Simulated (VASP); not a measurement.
Input of a VASP 6.6.1 run:

File INCAR:

```
SYSTEM = YbB2
PREC = Accurate ; ENCUT = 520
EDIFF = 1E-7 ; ISMEAR = 0
SIGMA = 0.05 ; LREAL = .FALSE.
LASPH = .TRUE. ; NELM = 150
ALGO = Normal ; ISIF = 2
LWAVE = .FALSE. ; LCHARG = .TRUE.
LMAXMIX = 6 ; LDAU = .TRUE.
LDAUTYPE = 2 ; LDAUL = 3 -1
LDAUU = 6 0 ; LDAUJ = 0 0
LDAUPRINT = 1 ; GGA = PE
LELF = .TRUE. ; LVHAR = .TRUE.
NBANDS = 22
```

The input KPOINTS:

```
Automatic mesh
0
G
  14 14 10
  0 0 0
```

Contents of POSCAR:

```
YbB2
1.0
    3.2140946091      0.0000000000      0.0000000000
   -1.6070473046      2.7834875817      0.0000000000
    0.0000000000      0.0000000000      3.9735511044
Yb B
1 2
Direct
    0.0000000000      0.0000000000      0.0000000000
    0.3333333333      0.6666666667      0.5000000000
    0.6666666667      0.3333333333      0.5000000000
```

Potentials or basis: VASP PAW PBE potentials, release 64 (Yb, B).

The run is started by

```sh
$ cat potpaw_PBE.64/Yb/POTCAR potpaw_PBE.64/B/POTCAR > POTCAR
$ mpirun -np 1 vasp_std > vasp.out
```

Task: Estimate the pressure.

Result: 0.3 GPa.

Task: Predict the band gap on the k mesh.

Result: Zero (bands 15 and 16 overlap by 1.48 eV).

Eigenvalues of the final occupation matrices:
```csv
site,spin,trace,eigenvalues
site 1 f,1,6.84,0.96 0.97 0.97 0.99 0.99 0.99 0.99
site 1 f,2,6.84,0.96 0.97 0.97 0.99 0.99 0.99 0.99
```

Caveat: spin-orbit coupling is left out, which moves the levels of the heavy elements; U without spin polarisation on a metal has little footing. Spin polarisation is off, so any magnetic state and its effect on volume and gap are missing.
